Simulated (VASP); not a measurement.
Wanted: the native input for a VASP 6.6.1 run.

```
Task                   : single point
Functional             : PBE
Dispersion             : D3(BJ)
Potentials or basis    : VASP PAW PBE potentials, release 64 (Ga_d, As_d, O, C)
Cutoff                 : 520 eV
k mesh                 : 7 × 5 × 1
Occupations            : gaussian, width 0.05 eV
Spin                   : no spin polarisation
Dipole correction      : yes
Further INCAR settings : ALGO = Normal; EDIFF = 1e-06; NBANDS = 57; NELMDL = -8
```

The structure of Ga3As3CO lies in POSCAR:

```
Ga3As3CO
1.0
    4.0137031111      0.0000000000      0.0000000000
    0.0000000000      5.6762333751      0.0000000000
    0.0000000000      0.0000000000     23.3352699083
Ga As O C
3 3 1 1
Direct
    0.5000000000      0.5000000000      0.1714143447
    0.0000000000      0.0653835255      0.2680035048
    0.5000000000      0.4894639609      0.3228546357
    0.0000000000      0.2500000000      0.1714143447
    0.5000000000      0.8102208698      0.2504948966
    0.0000000000      0.2887573198      0.3593388866
    0.0000000000      0.7887573198      0.4836142866
    0.0000000000      0.7887573198      0.5328959107
```

One way to write it, as run:

INCAR

```
PREC     = Accurate       # precision mode
ENCUT    = 520            # plane-wave cutoff, eV
EDIFF    = 1E-6           # SCF threshold, eV
ISMEAR   = 0              # smearing method
SIGMA    = 0.05           # smearing width, eV
LREAL    = F              # projectors in reciprocal space
LASPH    = T              # aspherical terms in the spheres
NELM     = 120            # most SCF steps
ALGO     = Normal         # electronic algorithm
ISIF     = 2              # what is computed and relaxed
LWAVE    = F              # write WAVECAR
LCHARG   = F              # write CHGCAR
LDIPOL   = T            
IDIPOL   = 3            
DIPOL    = 0.5 0.5 0.320
GGA      = PE             # functional
IVDW     = 12             # dispersion correction
NBANDS   = 57             # bands
GGA_COMPAT= F            
NELMDL   = -8
```

KPOINTS

```
regular mesh
0
Gamma
  7 5 1
```

Potentials or basis: VASP PAW PBE potentials, release 64 (Ga_d, As_d, O, C).

Run with:

```bash
$ cat potpaw_PBE.64/Ga_d/POTCAR potpaw_PBE.64/As_d/POTCAR potpaw_PBE.64/O/POTCAR potpaw_PBE.64/C/POTCAR > POTCAR
$ mpirun -np 1 vasp_std > vasp.out
```

Results of the run:

```json
{
 "Largest force": "1.099 eV/Å",
 "Band gap on the k mesh": "0.40 eV (least direct gap 0.76 eV)",
 "Dispersion energy per atom": "-0.159 eV"
}
```

Wall time 14 min on 1 thread of Intel(R) Xeon(R) Platinum 8488C (Sapphire Rapids) (shared host), peak memory 0.73 GiB.
